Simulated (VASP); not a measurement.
Here is a VASP 6.6.1 calculation.

The input INCAR:

```
PREC = Accurate
ENCUT = 520
EDIFF = 1E-6
ISMEAR = -1
SIGMA = 0.05
LREAL = False
LASPH = True
NELM = 100
ALGO = Normal
ISIF = 2
LWAVE = False
LCHARG = True
GGA = PE
LELF = True
LVHAR = True
NBANDS = 18
```

File KPOINTS:

```
regular mesh
0
Gamma
  9 9 9
```

Contents of POSCAR:

```
InPd
1.0
    3.2718847800      0.0000000000      0.0000000000
    0.0000000000      3.2718847800      0.0000000000
    0.0000000000      0.0000000000      3.2718847800
In Pd
1 1
Direct
   -0.0750000000     -0.0750000000     -0.0750000000
    0.5750000000      0.5750000000      0.5750000000
```

Potentials or basis: VASP PAW PBE potentials, release 64 (In_d, Pd).

Command:

```console
$ cat potpaw_PBE.64/In_d/POTCAR potpaw_PBE.64/Pd/POTCAR > POTCAR
$ mpirun -np 1 vasp_std > vasp.out
```

Estimate the largest force.

16.930 eV/Å.

Estimate the pressure.

59.2 GPa.

Stress tensor (GPa, compression positive):
```
59.17 47.09 47.09
47.09 59.17 47.09
47.09 47.09 59.17
```

Caveat: the cell differs from its parent crystal (shortest bond scaled by 0.7); forces of over 1 eV/Å act on the atoms, so gaps and moduli don't describe the material at rest.
